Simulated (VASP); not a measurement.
# P2Se2O (I4/mmm) in VASP: further runs, part 2 of 2

VASP 6.6.1. Earlier steps stand in the parts before.

## Step 3: Single point, PBE+D3(BJ)

This run uses another cell than the first one, of 20.34 Å³/atom, 1.204 times its volume.

The input, INCAR:

```
SYSTEM = P2Se2O
PREC = Accurate
ENCUT = 520
EDIFF = 1E-6
ISMEAR = 0
SIGMA = 0.1
LREAL = .FALSE.
LASPH = .TRUE.
NELM = 60
ALGO = Normal
ISIF = 2
LWAVE = .FALSE.
LCHARG = .TRUE.
GGA = PE
IVDW = 12
LELF = .TRUE.
LVHAR = .TRUE.
NBANDS = 22
```

The input, KPOINTS:

```
regular mesh
0
G
  6 6 6
  0 0 0
```

The input, POSCAR:

```
P2Se2O
1.0
   -2.2241483700      2.2241483700      5.1390806500
    2.2241483700     -2.2241483700      5.1390806500
    2.2241483700      2.2241483700     -5.1390806500
P Se O
2 2 1
Direct
    0.7500000000      0.2500000000      0.5000000000
    0.2500000000      0.7500000000      0.5000000000
    0.3750000000      0.3750000000      0.0000000000
    0.6250000000      0.6250000000      0.0000000000
    0.0000000000      0.0000000000      0.0000000000
```

Potentials or basis: VASP PAW PBE potentials, release 64 (P, Se, O).

Started as:

```console
cat potpaw_PBE.64/P/POTCAR potpaw_PBE.64/Se/POTCAR potpaw_PBE.64/O/POTCAR > POTCAR
mpirun -np 1 vasp_std > vasp.out
```

OUTCAR:

```text
SYSTEM = P2Se2O
   PREC = Accurate
   ENCUT = 520
   EDIFF = 1E-6
   ISMEAR = 0
   LREAL = .FALSE.
   LASPH = .TRUE.
   NELM = 60
   ISIF = 2
   GGA = PE
   IVDW = 12
 IVDW          = 12

 ion  position               nearest neighbor table
   1  0.750  0.250  0.500-   3 2.57   4 2.57   3 2.57   4 2.57
   2  0.250  0.750  0.500-   3 2.57   4 2.57   3 2.57   4 2.57
   3  0.375  0.375  0.000-   1 2.57   2 2.57   2 2.57   1 2.57   4 2.57
   4  0.625  0.625  0.000-   2 2.57   1 2.57   1 2.57   2 2.57   3 2.57
   5  0.000  0.000  0.000-

  LATTYP: Found a body centered tetragonal cell.
 ALAT       =     4.4482967400
 C/A-ratio  =     2.3105835561

[... 805 lines left out ...]
  -------------------------------------------------------------------------------------
  Total      -3.86390    -3.86390    -2.46398     0.00000     0.00000    -0.00000
  in kB     -60.87851   -60.87851   -38.82173     0.00000     0.00000    -0.00000
  external pressure =      -53.53 kB  Pullay stress =        0.00 kB

 VOLUME and BASIS-vectors are now :
 -----------------------------------------------------------------------------
  energy-cutoff  :      520.00
  volume of cell :      101.69
      direct lattice vectors                 reciprocal lattice vectors
    -2.224148370  2.224148370  5.139080650     0.000000000  0.224805146  0.097293667
     2.224148370 -2.224148370  5.139080650     0.224805146  0.000000000  0.097293667
     2.224148370  2.224148370 -5.139080650     0.224805146  0.224805146  0.000000000

 POSITION                                       TOTAL-FORCE (eV/Angst)
 -----------------------------------------------------------------------------------
      0.00000      2.22415      2.56954         0.000000      0.000000      0.000000
      2.22415      0.00000      2.56954         0.000000      0.000000     -0.000000
      0.00000      0.00000      3.85431         0.000000      0.000000     -2.483427
      0.00000      0.00000      6.42385        -0.000000     -0.000000      2.483427
      0.00000      0.00000      0.00000         0.000000      0.000000     -0.000000
 -----------------------------------------------------------------------------------
    total drift:                                0.000000     -0.000000      0.000000

  FREE ENERGIE OF THE ION-ELECTRON SYSTEM (eV)
  ---------------------------------------------------
  free  energy   TOTEN  =       -19.5680207467 eV

  energy  without entropy=      -19.5605821477  energy(sigma->0) =      -19.56430145
```

stdout:

```text
POSCAR found type information on POSCAR P SeO
 POSCAR found :  3 types and       5 ions
 scaLAPACK will be used
 LDA part: xc-table for (Slater+PW92), standard interpolation
 POSCAR, INCAR and KPOINTS ok, starting setup
 FFT: planning ... GRIDC
 FFT: planning ... GRID_SOFT
 FFT: planning ... GRID
 WAVECAR not read
 entering main loop
```

Run time: 51 s. Hardware: 1 thread of Intel Xeon 6975P-C (Granite Rapids), shared host; peak memory 0.34 GiB.

Results:

```
Free energy                : -19.5680 eV
Pressure                   : -5.4 GPa
Largest force              : 2.483 eV/Å
Band gap on the k mesh     : zero (band 14 reaches 4.41 eV, above the bottom of band 15 at 3.51 eV)
Dispersion energy per atom : -0.286 eV
```

Forces in eV/Å, atoms in the order of the input:
```
P    0.000  0.000  0.000
P    0.000  0.000  0.000
Se   0.000  0.000 -2.483
Se   0.000  0.000  2.483
O    0.000  0.000  0.000
```

Stress tensor (GPa, compression positive):
```
-6.09  0.00  0.00
 0.00 -6.09  0.00
 0.00  0.00 -3.88
```

Caveat: pairwise dispersion overbinds metals, which lowers pressure and volume; forces of over 1 eV/Å act on the atoms, so gaps and moduli don't describe the material at rest.

## Step 4: Single point, PBE+D3(BJ)

This run uses another cell than the first one, of 16.98 Å³/atom, 1.005 times its volume.

The input, INCAR:

```
SYSTEM = P2Se2O
PREC = Accurate
ENCUT = 520
EDIFF = 1E-6
ISMEAR = 0
SIGMA = 0.1
LREAL = .False.
LASPH = .True.
NELM = 60
ALGO = Normal
ISIF = 2
LWAVE = .False.
LCHARG = .False.
GGA = PE
IVDW = 12
NBANDS = 22
```

The input, KPOINTS:

```
Automatic mesh
0
Gamma
  10 10 10
  0 0 0
```

The input, POSCAR:

```
P2Se2O
1.0
   -2.5635783018      2.5635783018      3.2291191643
    2.5635783018     -2.5635783018      3.2291191643
    2.5635783018      2.5635783018     -3.2291191643
P Se O
2 2 1
Direct
    0.7500000000      0.2500000000      0.5000000000
    0.2500000000      0.7500000000      0.5000000000
    0.2970664115      0.2970664115      0.0000000000
    0.7029335885      0.7029335885      0.0000000000
    0.0000000000      0.0000000000      0.0000000000
```

Started as:

```console
cat potpaw_PBE.64/P/POTCAR potpaw_PBE.64/Se/POTCAR potpaw_PBE.64/O/POTCAR > POTCAR
mpirun -np 1 vasp_std > vasp.out
```

Wall time 65 s (1 thread of Intel Xeon 6975P-C (Granite Rapids), shared host); peak memory 0.33 GiB.

Results (log left out):

```yaml
Free_energy: -21.9160 eV
Pressure: 0.0 GPa
Largest_force: 0.033 eV/Å
Band_gap_on_the_k_mesh: zero (band 14 reaches 6.65 eV, above the bottom of band 15 at 5.30 eV)
Dispersion_energy_per_atom: -0.339 eV
```

Forces on the atoms (eV/Å):
```
P    0.000  0.000  0.000
P    0.000  0.000  0.000
Se   0.000  0.000  0.033
Se   0.000  0.000 -0.033
O    0.000  0.000  0.000
```

Stress tensor (GPa, compression positive):
```
-0.05  0.00  0.00
 0.00 -0.05  0.00
 0.00  0.00  0.22
```

Levels at points of the mesh, in eV from the Fermi level:
```tsv
k point	band 10	band 11	band 12	band 13	band 14	band 15	band 16	band 17	band 18	band 19
(0.00, 0.00, 0.00)	-5.39	-2.57	-2.57	-2.50	-2.46	1.82	2.74	2.87	2.87	6.67
(0.50, 0.00, 0.00)	-2.60	-2.22	-1.76	-1.00	-0.37	0.48	1.27	3.02	3.06	4.07
(0.50, 0.50, 0.00)	-2.82	-2.10	-1.13	-0.47	-0.37	-0.10	0.02	0.14	0.53	1.63
(0.50, 0.50, 0.50)	-3.88	-3.88	-1.92	-1.92	-0.87	1.99	4.22	4.61	4.61	4.98
```

Caveat: pairwise dispersion overbinds metals, which lowers pressure and volume.

## Step 5: Overview

| cell | k mesh | gap on the mesh (eV) | pressure (GPa) | largest force (eV/Å) |
| --- | --- | --- | --- | --- |
| a = 4.843 Å, angles 116.1, 116.1, 97.0°, 5 atoms | 6 × 6 × 6 | none | 0.3 | 0.04 |
| a = 6.025 Å, angles 136.7, 136.7, 62.9°, 5 atoms | 6 × 6 × 6 | none | -5.4 | 2.48 |
| a = 4.855 Å, angles 116.3, 116.3, 96.6°, 5 atoms | 10 × 10 × 10 | none | 0.0 | 0.03 |

Alike in all rows: task single point; level PBE+D3(BJ); potentials or basis VASP PAW PBE potentials, release 64 (P, Se, O); no spin polarisation; cutoff (eV) 520; smearing gaussian 0.1 eV.

Caveats: pairwise dispersion overbinds metals, which lowers pressure and volume; forces of over 1 eV/Å act on the atoms, so gaps and moduli don't describe the material at rest (some runs).

Absolute energies hang on the potentials; compare differences alone.
